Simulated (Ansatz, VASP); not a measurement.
**Ti in VASP and in Ansatz**

Contents of POSCAR:

```
Ti
1.0
    0.0000000000      2.0198500000      2.0300000000
    2.0401500000      0.0000000000      2.0300000000
    2.0401500000      2.0198500000      0.0000000000
Ti
1
Direct
    0.0000000000      0.0000000000      0.0000000000
```

Contents of INCAR.step1:

```
  ALGO = Normal
  EDIFF = 1E-4
  ENCUT = 520
  GGA = PE
  ISMEAR = 0
  LASPH = True
  LCHARG = False
  LREAL = False
  LWAVE = True
  NBANDS = 12
  NELM = 80
  PREC = Accurate
  SIGMA = 0.15
```

INCAR.step2

```
  ALGO = Normal
  EDIFF = 1E-7
  ENCUT = 520
  ISIF = 2
  ISMEAR = 0
  ISTART = 1
  LASPH = True
  LCHARG = False
  LMIXTAU = True
  LREAL = False
  LWAVE = False
  METAGGA = R2SCAN
  NBANDS = 12
  NELM = 80
  PREC = Accurate
  SIGMA = 0.15
```

File KPOINTS:

```
k-points
0
Gamma
  20 20 20
```

Input for Ansatz:

```yaml
crystal:
  lattice:
    - [0.0, 2.01985, 2.03]
    - [2.04015, 0.0, 2.03]
    - [2.04015, 2.01985, 0.0]
  atoms:
    - { symbol: Ti, position: [0.0, 0.0, 0.0] }
basis:
  ecutwfc: 500
kpoints:
  mp_grid: { grid: [20, 20, 20] }
hamiltonian:
  xc: r2scan
scf:
  occupations: { method: gaussian, width: 0.15 }
output:
  forces: true
  stress: true
  eigenvalues: true
```

Change from the starting cell: strain +0.0050 x Voigt [1, -1, 0, 0, 0, 0], atoms carried along.

Alike in both runs: task single point; functional r2SCAN; k mesh 20 × 20 × 20; occupations gaussian, width 0.15 eV; no spin polarisation.

|  | VASP | Ansatz |
| --- | --- | --- |
| version | VASP 6.6.1 | Ansatz 0.2.0 |
| potentials or method | VASP PAW PBE potentials, release 64 (Ti_sv), cutoff 520 eV | scalar-relativistic, plane waves, PAW |
| valence electrons in the cell | 12 | 12 |

```csv
,VASP,Ansatz,Ansatz less VASP
gap on the k mesh at the Fermi level (eV),none,none,-
pressure (GPa),4.9,4.4,-0.44
"traceless stress, the component that is largest in VASP (GPa)",0.17,0.17,-0.002
```

VASP's potentials were made for PBE, not for r2SCAN. A gap of «none» marks a metal or a gap that the smearing closes.
